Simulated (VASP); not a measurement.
# Rh (P6_3/mmc) in VASP: notebook

Runs on Rh. Level: PBE. Tasks: single point.

Everything below comes from runs of VASP 6.6.1. Logs are shortened: lines on timing, memory, paths and dates and some standing lists are left out, and cuts for length are marked.

**1. The cell of the first run**

Symmetry: P6_3/mmc, No. 194, hexagonal system. Conventional cell: a = 2.698 Å, b = 2.698 Å, c = 4.474 Å, α = 90.00°, β = 90.00°, γ = 120.00°. Rh (site symmetry -6m2) has 12 Rh at 2.70 to 2.73 Å within 3.6 Å.

This isn't the form of Rh at room conditions, which is fcc.

**2. Single point, PBE (14.10 Å³/atom)**

The input, INCAR:

```
  PREC = Accurate
  ENCUT = 520
  EDIFF = 1E-6
  ISMEAR = 0
  SIGMA = 0.15
  LREAL = False
  LASPH = True
  NELM = 80
  ALGO = Fast
  ISIF = 2
  LWAVE = False
  LCHARG = False
  GGA = PE
  NBANDS = 22
```

The input, KPOINTS:

```
regular mesh
0
Gamma
  21 21 12
```

The input, POSCAR:

```
Rh
1.0
    2.6976479511      0.0000000000      0.0000000000
   -1.3488239756      2.3362316561      0.0000000000
    0.0000000000      0.0000000000      4.4740491269
Rh
2
Direct
    0.6666666667      0.3333333333      0.7500000000
    0.3333333333      0.6666666667      0.2500000000
```

Potentials or basis: VASP PAW PBE potentials, release 64 (Rh_pv).

The run is started by

```
$ cat potpaw_PBE.64/Rh_pv/POTCAR > POTCAR
$ mpirun -np 1 vasp_std > vasp.out
```

OUTCAR:

```text
PREC = Accurate
   ENCUT = 520
   EDIFF = 1E-6
   ISMEAR = 0
   LREAL = False
   LASPH = True
   NELM = 80
   ISIF = 2
   GGA = PE

 ion  position               nearest neighbor table
   1  0.667  0.333  0.750-   2 2.73   2 2.73   2 2.73   2 2.73   2 2.73   2 2.73
   2  0.333  0.667  0.250-   1 2.73   1 2.73   1 2.73   1 2.73   1 2.73   1 2.73

  LATTYP: Found a hexagonal cell.
 ALAT       =     2.6976479511
 C/A-ratio  =     1.6585000000

  Lattice vectors:

 A1 = (   2.6976479511,   0.0000000000,   0.0000000000)
 A2 = (  -1.3488239756,   2.3362316561,   0.0000000000)
 A3 = (   0.0000000000,   0.0000000000,   4.4740491269)

Analysis of symmetry for initial positions (statically):
=====================================================================
 Subroutine PRICEL returns:
 Original cell was already a primitive cell.

 Routine SETGRP: Setting up the symmetry group for a
 hexagonal supercell.

 Subroutine GETGRP returns: Found 24 space group operations
 (whereof 12 operations were pure point group operations)
 out of a pool of 24 trial point group operations.

The static configuration has the point symmetry D_3d.
 The point group associated with its full space group is D_6h.

Analysis of symmetry for dynamics (positions and initial velocities):
=====================================================================
 Subroutine PRICEL returns:
 Original cell was already a primitive cell.

 Routine SETGRP: Setting up the symmetry group for a
 hexagonal supercell.

 Subroutine GETGRP returns: Found 24 space group operations
 (whereof 12 operations were pure point group operations)
 out of a pool of 24 trial point group operations.

The dynamic configuration has the point symmetry D_3d.
 The point group associated with its full space group is D_6h.

 Subroutine INISYM returns: Found 24 space group operations
 (whereof 12 operations are pure point group operations),
 and found     1 'primitive' translations

----------------------------------------------------------------------------------------

                                     Primitive cell

  volume of cell :      28.1969

  direct lattice vectors                    reciprocal lattice vectors
     2.697647951  0.000000000  0.000000000     0.370693292  0.214019872  0.000000000
    -1.348823976  2.336231656  0.000000000     0.000000000  0.428039744  0.000000000
     0.000000000  0.000000000  4.474049127     0.000000000  0.000000000  0.223511180

  length of vectors
     2.697647951  2.697647951  4.474049127     0.428039744  0.428039744  0.223511180

  position of ions in fractional coordinates (direct lattice)
     0.666666667  0.333333333  0.750000000
     0.333333333  0.666666667  0.250000000

  ion indices of the primitive-cell ions
   primitive index   ion index
                 1           1
                 2           2

----------------------------------------------------------------------------------------

 KPOINTS: regular mesh

Automatic generation of k-mesh.
 Grid dimensions read from file:
 generate k-points for:   21   21   12

 Generating k-lattice:

  Cartesian coordinates                     Fractional coordinates (reciprocal lattice)
     0.017652062  0.010191422  0.000000000     0.047619048  0.000000000  0.000000000
     0.000000000  0.020382845  0.000000000     0.000000000  0.047619048  0.000000000
     0.000000000  0.000000000  0.018625932     0.000000000  0.000000000  0.083333333

  Length of vectors
     0.020382845  0.020382845  0.018625932

  Shift w.r.t. Gamma in fractional coordinates (k-lattice)
     0.000000000  0.000000000  0.000000000

 Subroutine IBZKPT returns following result:
 ===========================================

 Found    336 irreducible k-points:

 Following reciprocal coordinates:
            Coordinates               Weight
  0.000000  0.000000  0.000000      1.000000
  0.047619  0.000000  0.000000      6.000000
  0.095238  0.000000  0.000000      6.000000
  0.142857  0.000000  0.000000      6.000000
  0.190476  0.000000  0.000000      6.000000
  0.238095  0.000000  0.000000      6.000000
[... 16 lines left out ...]
  0.142857  0.095238  0.000000     12.000000
  0.190476  0.095238  0.000000     12.000000
 [... further k-points ...]
   k-points           NKPTS =    336   k-points in BZ     NKDIM =    336   number of bands    NBANDS=     22
   number of dos      NEDOS =    301   number of ions     NIONS =      2
   total plane-waves  NPLWV =  14400
   dimension x,y,z NGX =    20 NGY =   20 NGZ =   36
   dimension x,y,z NGXF=    40 NGYF=   40 NGZF=   72
   ions per type =               2
   NGX,Y,Z   is equivalent  to a cutoff of  12.33, 12.33, 13.38 a.u.
   NGXF,Y,Z  is equivalent  to a cutoff of  24.65, 24.65, 26.75 a.u.
 SYSTEM =  unknown system
   PREC   = accura    normal or accurate (medium, high low for compatibility)
   ISTART =      0    job   : 0-new  1-cont  2-samecut
   ICHARG =      2    charge: 1-file 2-atom 10-const
   ISPIN  =      1    spin polarized calculation?
   LNONCOLLINEAR =      F non collinear calculations
   LSORBIT =      F    spin-orbit coupling
   LASPH  =      T    aspherical Exc in radial PAW
   ENCUT  =  520.0 eV  38.22 Ry    6.18 a.u.   5.02  5.02  8.32*2*pi/ulx,y,z
   NELM   =     80;   NELMIN=  2; NELMDL= -5     # of ELM steps
   EDIFF  = 0.1E-05   stopping-criterion for ELM
   LREAL  =      F    real-space projection
   EDIFFG = 0.1E-04   stopping-criterion for IOM
   NSW    =      0    number of steps for IOM
   IBRION =     -1    ionic relax: 0-MD 1-quasi-New 2-CG
   NFREE  =      0    steps in history (QN), initial steepest desc. (CG)
   ISIF   =      2    stress and relaxation
   ISYM   =      2    0-nonsym 1-usesym 2-fastsym
   POTIM  = 0.5000    time-step for ionic-motion
   TEBEG  =    0.0;   TEEND  =   0.0 temperature during run
   PSTRESS=    0.0 pullay stress
   NELECT =      30.0000    total number of electrons
   NUPDOWN=      -1.0000    fix difference up-down
   EMIN   =  10.00;   EMAX   =-10.00  energy-range for DOS
   EFERMI =   0.00;   METHOD = LEGACY
   ISMEAR =     0;   SIGMA  =   0.15  broadening in eV -4-tet -1-fermi 0-gaus
   EFERMI_NEDOS =   21; number of points for ismear=-14 and -15
   IALGO  =     68    algorithm
   IMIX   =      4    mixing-type and parameters
     AMIX     =   0.40;   BMIX     =  1.00
     AMIX_MAG =   1.60;   BMIX_MAG =  1.00
  volume/ion in A,a.u.               =      14.10        95.14
  Fermi-wavevector in a.u.,A,eV,Ry     =   1.671275  3.158252 38.003255  2.793160
  Thomas-Fermi vector in A             =   2.756626
   LORBIT       =      0    0 simple, 1 ext, 2 COOP (PROOUT), +10 PAW based schemes
   GGA     = PE    functional components
   LHFCALC =     F    Hartree Fock is set to
   AEXX    =    0.0000 exact exchange contribution
   IVDW    =     0    specifies the selected vdW correction
   LEPSILON=     F    determine dielectric tensor
   LRPA    =     F    only Hartree local field effects (RPA)
 non-spin polarized calculation
 RMM-DIIS sequential band-by-band and
 Gauss-broadening in eV      SIGMA  =   0.15
  energy-cutoff  :      520.00
  volume of cell :       28.20
 maximum number of plane-waves:       777
 NGX is ok and might be reduce to    20
   NGX =  9   NGY =  9   NGZ = 17

 number of electron      29.9999997 magnetization

 Free energy of the ion-electron system (eV)
  ---------------------------------------------------
  ext. energy  EPLUGINS =         0.00000000
  ---------------------------------------------------
  free energy    TOTEN  =       -14.44931292 eV

  energy without entropy =      -14.41162821  energy(sigma->0) =      -14.43047057

 E-fermi :  11.5201     XC(G=0): -13.8684

 val. band max:       11.5194523236   @ k =   0.1905   0.1429   0.4167
 cond. band min:      11.5248825771   @ k =   0.1905   0.0476   0.3333
 fundamental gap:      0.0054302536
 Fermi energy:        11.5200881319

 k-point     1 :       0.0000    0.0000    0.0000
  band No.  band energies     occupation
      1     -35.5212      2.00000
      2     -34.9488      2.00000
      3     -34.9488      2.00000
      4     -34.8767      2.00000
      5     -34.8633      2.00000
      6     -34.8633      2.00000
[... 14 lines left out ...]
     21      29.2759      0.00000
     22      30.1930      0.00000

 k-point     2 :       0.0476    0.0000    0.0000
  band No.  band energies     occupation
      1     -35.5164      2.00000
      2     -34.9608      2.00000
      3     -34.9525      2.00000
      4     -34.8783      2.00000
      5     -34.8758      2.00000
      6     -34.8654      2.00000
[... 14 lines left out ...]
     21      29.3771      0.00000
     22      30.2728      0.00000

 k-point     3 :       0.0952    0.0000    0.0000
  band No.  band energies     occupation
      1     -35.5022      2.00000
      2     -34.9960      2.00000
      3     -34.9634      2.00000
      4     -34.9119      2.00000
      5     -34.8833      2.00000
      6     -34.8715      2.00000
[... 14 lines left out ...]
     21      29.6589      0.00000
     22      30.3794      0.00000

 k-point     4 :       0.1429    0.0000    0.0000
  band No.  band energies     occupation
      1     -35.4794      2.00000
      2     -35.0511      2.00000
      3     -34.9801      2.00000
      4     -34.9680      2.00000
      5     -34.8917      2.00000
      6     -34.8813      2.00000
[... 14 lines left out ...]
     21      30.0253      0.00000
     22      30.2243      0.00000

 k-point     5 :       0.1905    0.0000    0.0000
  band No.  band energies     occupation
      1     -35.4490      2.00000
      2     -35.1212      2.00000
      3     -35.0384      2.00000
      4     -35.0010      2.00000
      5     -34.9037      2.00000
      6     -34.8941      2.00000
[... 417 lines left out ...]
 k-point    22 :       0.0952    0.0952    0.0000
  band No.  band energies     occupation
      1     -35.4661      2.00000
      2     -35.0729      2.00000
      3     -35.0257      2.00000
      4     -34.9654      2.00000
      5     -34.8968      2.00000
      6     -34.8941      2.00000
[... 14 lines left out ...]
     21      29.1794      0.00000
     22      30.2781      0.00000

 k-point    23 :       0.1429    0.0952    0.0000
  band No.  band energies     occupation
      1     -35.4364      2.00000
      2     -35.1331      2.00000
      3     -35.0861      2.00000
      4     -34.9935      2.00000
      5     -34.9117      2.00000
      6     -34.9089      2.00000
[... 14 lines left out ...]
     21      28.0947      0.00000
     22      29.9349      0.00000

 k-point    24 :       0.1905    0.0952    0.0000
  band No.  band energies     occupation
      1     -35.4008      2.00000
      2     -35.2043      2.00000
      3     -35.1513      2.00000
      4     -35.0245      2.00000
      5     -34.9303      2.00000
      6     -34.9247      2.00000
[... 14 lines left out ...]
     21      27.2333      0.00000
     22      29.0094      0.00000

 [... further k-points ...]

------------------------ aborting loop because EDIFF is reached ----------------------------------------

  FORCE on cell =-STRESS in cart. coord.  units (eV):
  Direction    XX          YY          ZZ          XY          YZ          ZX
  --------------------------------------------------------------------------------------
  -------------------------------------------------------------------------------------
  Total        0.4699336      0.4699336     -0.7751780     -0.0000000     -0.0000000     -0.0000000
  in kB       26.7020856     26.7020856    -44.0463653     -0.0000000     -0.0000000     -0.0000000
  external PRESSURE =       3.1192686 kB  Pullay stress =       0.0000000 kB

 VOLUME and BASIS-vectors are now :
 -----------------------------------------------------------------------------
  energy-cutoff  :      520.00
  volume of cell :       28.20
      direct lattice vectors                 reciprocal lattice vectors
     2.697647951  0.000000000  0.000000000     0.370693292  0.214019872  0.000000000
    -1.348823976  2.336231656  0.000000000     0.000000000  0.428039744  0.000000000
     0.000000000  0.000000000  4.474049127     0.000000000  0.000000000  0.223511180

 POSITION                                       TOTAL-FORCE (eV/Angst)
 -----------------------------------------------------------------------------------
      1.34882      0.77874      3.35554        -0.000000      0.000000      0.000000
     -0.00000      1.55749      1.11851         0.000000     -0.000000      0.000000
 -----------------------------------------------------------------------------------
    total drift:                               -0.000000      0.000000     -0.000000

  FREE ENERGIE OF THE ION-ELECTRON SYSTEM (eV)
  ---------------------------------------------------
  free  energy   TOTEN  =       -14.4493129243 eV

  energy  without entropy=      -14.4116282069  energy(sigma->0) =      -14.43047057
```

Run time: 64 s. Hardware: 1 thread of Intel Xeon 6975P-C (Granite Rapids), shared host; peak memory 0.26 GiB.

Results:

| Item | Value |
| --- | --- |
| Free energy | -14.4493 eV |
| Pressure | 0.3 GPa |
| Band gap on the k mesh | zero (bands 15 and 16 overlap by 2.31 eV) |

(Continued in part 2 of 2.)
